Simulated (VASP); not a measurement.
Wanted: the native input for a VASP 6.6.1 run.

```yaml
Task: single point
Functional: PBE
Potentials_or_basis: VASP PAW PBE potentials, release 64 (Hf_pv, B)
Cutoff: 520 eV
k_mesh: 13 × 13 × 10
Occupations: methfessel-paxton, width 0.1 eV
Spin: no spin polarisation
Dipole_correction: no
Further_INCAR_settings: ALGO = Normal; EDIFF = 1e-07; NBANDS = 15
```

The structure of HfB2 lies in POSCAR:

```
HfB2
1.0
    3.1400000000     -0.0785000000      0.0000000000
   -1.6379830000      2.7585700000      0.0000000000
    0.0000000000      0.0000000000      3.4800000000
Hf B
1 2
Direct
    0.0000000000      0.0000000000      0.0000000000
    0.3333333333      0.6666666667      0.5000000000
    0.6666666667      0.3333333333      0.5000000000
```

One way to write it, as run:

INCAR

```
SYSTEM = HfB2
PREC = Accurate ; ENCUT = 520
EDIFF = 1E-7 ; ISMEAR = 1
SIGMA = 0.1 ; LREAL = .FALSE.
LASPH = .TRUE. ; NELM = 100
ALGO = Normal ; ISIF = 2
LWAVE = .FALSE. ; LCHARG = .FALSE.
GGA = PE ; NBANDS = 15
```

KPOINTS

```
regular mesh
0
G
  13 13 10
  0 0 0
```

Potentials or basis: VASP PAW PBE potentials, release 64 (Hf_pv, B).

Command:

```sh
$ cat potpaw_PBE.64/Hf_pv/POTCAR potpaw_PBE.64/B/POTCAR > POTCAR
$ mpirun -np 1 vasp_std > vasp.out
```

Results of the run:

```
Pressure               : 1.6 GPa
Largest force          : 0.070 eV/Å
Band gap on the k mesh : zero (band 8 reaches 8.40 eV, above the bottom of band 9 at 7.23 eV)
```

Caveat: spin-orbit coupling is left out, which moves the levels of the heavy elements.

Run time: 89 s on 1 thread of Intel Xeon 6975P-C (shared host), peak memory 0.34 GiB.
